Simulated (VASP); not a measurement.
Write the native input for VASP 6.6.1 that does the following.

```yaml
Task: single point
Functional: PBE
Dispersion: D3(BJ)
Potentials_or_basis: VASP PAW PBE potentials, release 64 (P)
Cutoff: 520 eV
k_mesh: 10 × 4 × 8
Occupations: gaussian, width 0.1 eV
Spin: no spin polarisation
Dipole_correction: no
Further_INCAR_settings: ALGO = Normal; EDIFF = 1e-06; NBANDS = 30
```

The structure of P lies in POSCAR:

```
P
1.0
    3.3225242949      0.0000000000      0.0000000000
    0.0000000000     10.1915207697      0.0000000000
    0.0000000000      0.0000000000      4.3335366091
P
8
Direct
    0.0000000000      0.8946491990      0.9218490437
    0.5000000000      0.8946491990      0.5781509563
    0.5000000000      0.6053508010      0.0781509563
    0.0000000000      0.6053508010      0.4218490437
    0.5000000000      0.3946491990      0.9218490437
    0.0000000000      0.3946491990      0.5781509563
    0.0000000000      0.1053508010      0.0781509563
    0.5000000000      0.1053508010      0.4218490437
```

This cell differs from its parent crystal: strain along c alone, the other axes held: +4.0 %, then relaxed in part.

One way to write it, as run:

INCAR

```
SYSTEM = P
PREC     = Accurate       ! precision mode
ENCUT    = 520            ! plane-wave cutoff, eV
EDIFF    = 1E-6           ! SCF threshold, eV
ISMEAR   = 0              ! smearing method
SIGMA    = 0.1            ! smearing width, eV
LREAL    = .False.        ! projectors in reciprocal space
LASPH    = .True.         ! aspherical terms in the spheres
NELM     = 60             ! most SCF steps
ALGO     = Normal         ! electronic algorithm
ISIF     = 2              ! what is computed and relaxed
LWAVE    = .False.        ! write WAVECAR
LCHARG   = .False.        ! write CHGCAR
GGA      = PE             ! functional
IVDW     = 12             ! dispersion correction
NBANDS   = 30             ! bands
```

KPOINTS

```
regular mesh
0
Gamma
  10 4 8
  0 0 0
```

Potentials or basis: VASP PAW PBE potentials, release 64 (P).

The run is started by

```bash
$ cat potpaw_PBE.64/P/POTCAR > POTCAR
$ mpirun -np 1 vasp_std > vasp.out
```

It gave:

```yaml
Pressure: -1.5 GPa
Largest_force: 0.056 eV/Å
Band_gap_on_the_k_mesh: zero (band 20 reaches 7.12 eV, above the bottom of band 21 at 7.06 eV)
Dispersion_energy_per_atom: -0.382 eV
```

Caveat: the cell differs from its parent crystal (strain along c alone, the other axes held: +4.0 %, then relaxed in part).

Run time: 9.8 min on 1 thread of Oxide Virtual Turin-like Processor (shared host), peak memory 0.38 GiB.
